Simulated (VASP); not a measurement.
**CdSe: single point with PBEsol**

Crystal: CdSe.

```
Cd Se
1.0
     0.00000    3.07027    3.07027
     3.07027    0.00000    3.07027
     3.07027    3.07027    0.00000
Cd Se
1 1
Direct
  0.00000 0.00000 0.00000
  0.25000 0.25000 0.25000
```

| Item | Value |
| --- | --- |
| Program | VASP 6.6.1 |
| Task | single point |
| Functional | PBEsol |
| Potentials or basis | VASP PAW PBE potentials, release 64 (Cd, Se) |
| Cutoff | 520 eV |
| k mesh | 8 × 8 × 8 |
| Occupations | fermi-dirac, width 0.05 eV |
| Spin | non-collinear spin, zero start, spin-orbit coupling |
| Starting moments | [[0.0, 0.0, 0.0], [0.0, 0.0, 0.0]] μB |
| Dipole correction | no |
| Further INCAR settings | ALGO = Normal; EDIFF = 1e-06; NBANDS = 30 |

The pressure is -1.1 GPa, the net moment is 0.00 μB per cell and the valence electrons inside the program's atomic spheres are Cd 10.30; Se 3.83.

Moments on the atoms (μB; x, y, z):
```
Cd  0.00 0.00 0.00
Se  0.00 0.00 0.00
```

Run time: 3.1 min on 1 thread of Intel Xeon 8259CL, with other jobs on the host, peak memory 0.37 GiB.

Caveat: the PAW data sets were made with another functional, which shifts forces and pressure a little.
